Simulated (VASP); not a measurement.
A run of VASP 6.6.1 is set up as follows.

Contents of INCAR:

```
PREC = Accurate
ENCUT = 520
EDIFF = 1E-7
ISMEAR = 0
SIGMA = 0.05
LREAL = F
LASPH = T
NELM = 80
ALGO = Normal
ISIF = 2
LWAVE = F
LCHARG = F
GGA = PE
NBANDS = 18
```

The input KPOINTS:

```
Automatic mesh
0
Gamma
  10 10 10
```

Contents of POSCAR:

```
BiTe
1.0
    3.9648026214      0.0000000000      0.0000000000
    0.0000000000      3.9648026214      0.0000000000
    0.0000000000      0.0000000000      3.9648026214
Bi Te
1 1
Direct
    0.0000000000      0.0000000000      0.0000000000
    0.5000000000      0.5000000000      0.5000000000
```

Potentials or basis: VASP PAW PBE potentials, release 64 (Bi_d, Te).

Command:

```bash
$ cat potpaw_PBE.64/Bi_d/POTCAR potpaw_PBE.64/Te/POTCAR > POTCAR
$ mpirun -np 1 vasp_std > vasp.out
```

Problem. Predict the pressure.

Solution. -1.9 GPa.
